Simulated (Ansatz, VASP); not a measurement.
## BAs: VASP beside Ansatz

File POSCAR:

```
BAs
1.0
    0.0000000000      2.5214610880      2.1432419248
    2.5214610880      0.0000000000      2.1432419248
    2.5214610880      2.5214610880      0.0000000000
B As
1 1
Direct
    0.0000000000      0.0000000000      0.0000000000
    0.7500000000      0.7500000000      0.7500000000
```

Contents of INCAR.step1:

```
ALGO     = Normal         # electronic algorithm
EDIFF    = 1E-4           # SCF threshold, eV
ENCUT    = 520            # plane-wave cutoff, eV
GGA      = PE             # functional
ISMEAR   = 0              # smearing method
LASPH    = True           # aspherical terms in the spheres
LCHARG   = False          # write CHGCAR
LREAL    = False          # projectors in reciprocal space
LWAVE    = True           # write WAVECAR
NBANDS   = 11             # bands
NELM     = 100            # most SCF steps
PREC     = Accurate       # precision mode
SIGMA    = 0.05           # smearing width, eV
```

The input INCAR.step2:

```
ALGO     = Normal         # electronic algorithm
EDIFF    = 1E-7           # SCF threshold, eV
ENCUT    = 520            # plane-wave cutoff, eV
ISIF     = 2              # what is computed and relaxed
ISMEAR   = 0              # smearing method
ISTART   = 1            
LASPH    = True           # aspherical terms in the spheres
LCHARG   = False          # write CHGCAR
LMIXTAU  = True         
LREAL    = False          # projectors in reciprocal space
LWAVE    = False          # write WAVECAR
METAGGA  = R2SCAN         # meta-GGA
NBANDS   = 11             # bands
NELM     = 100            # most SCF steps
PREC     = Accurate       # precision mode
SIGMA    = 0.05           # smearing width, eV
```

The input KPOINTS:

```
k-points
0
Gamma
  12 12 12
```

Input for Ansatz:

```yaml
crystal:
  lattice:
    - [0.0, 2.521461088, 2.1432419248]
    - [2.521461088, 0.0, 2.1432419248]
    - [2.521461088, 2.521461088, 0.0]
  atoms:
    - { symbol: B, position: [0.0, 0.0, 0.0] }
    - { symbol: As, position: [0.75, 0.75, 0.75] }
basis:
  ecutwfc: 500
kpoints:
  mp_grid: { grid: [12, 12, 12] }
hamiltonian:
  xc: r2scan
scf:
  occupations: { method: gaussian, width: 0.05 }
output:
  forces: true
  stress: true
  eigenvalues: true
```

Alike in both runs: task single point; functional r2SCAN; k mesh 12 × 12 × 12; occupations gaussian, width 0.05 eV; no spin polarisation.

```csv
,VASP,Ansatz
version,VASP 6.6.1,Ansatz 0.2.0
potentials or method,"VASP PAW PBE potentials, release 64 (B, As), cutoff 520 eV","scalar-relativistic, plane waves, PAW"
valence electrons in the cell,8,18
```

```tsv
	VASP	Ansatz	Ansatz less VASP
gap on the k mesh at the Fermi level (eV)	none	none	-
pressure (GPa)	0.4	0.2	-0.22
traceless stress, the component that is largest in VASP (GPa)	17.72	17.76	+0.036
```

VASP's potentials were made for PBE, not for r2SCAN. A gap of «none» marks a metal or a gap that the smearing closes. VASP's potentials hold 8 valence electrons a cell and Ansatz's 18, so a difference there can come from the potentials and not from the codes.
